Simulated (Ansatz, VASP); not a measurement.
# Two plane-wave programs on Zr8N9

```xyz
17
Lattice="0.0000 4.5780 4.5780 4.5780 0.0000 4.5780 4.5780 4.5780 0.0000" Properties=species:S:1:pos:R:3 pbc="T T T"
Zr    2.2824    2.2763    2.3002
Zr    4.5902    4.5835    2.3003
Zr    4.5860    2.2804    4.5737
Zr    6.8604    4.5835    4.5700
Zr    2.2863    4.5796    4.5740
Zr    4.5900    6.8544    4.5703
Zr    4.5862    4.5799    6.8742
Zr    6.8640    6.8582    6.8741
N     0.0106    0.0046   -0.0058
N     2.2838    2.2769   -0.0060
N     2.1522    0.1362    2.4310
N     4.5882    2.2775    2.2976
N     0.1429    2.1453    2.4310
N     2.2843    4.5823    2.2978
N     2.1518    2.1448    4.4400
N     4.7212    4.7144    4.4402
N     3.4363    3.4299    5.7243
```

Alike in both runs: functional PBE; k mesh 3 × 3 × 3; occupations fermi-dirac, width 0.05 eV; no spin polarisation.

Ansatz relaxed the structure, and its values are those at the end. VASP's run is a single point on that final structure, the one shown.

|  | VASP | Ansatz |
| --- | --- | --- |
| version | VASP 6.6.1 | Ansatz 0.2.0 |
| potentials or method | VASP PAW PBE potentials, release 64 (Zr_sv, N), cutoff 520 eV | scalar-relativistic, plane waves, PAW |
| valence electrons in the cell | 141 | 141 |

```csv
,VASP,Ansatz,Ansatz less VASP
rms of the force components (eV/Å),0.014,0.014,-0.0007
```

With one functional, cell and mesh, what is left measures potentials, basis and numerics.

The k mesh is coarse, so the values compare programs but aren't converged.
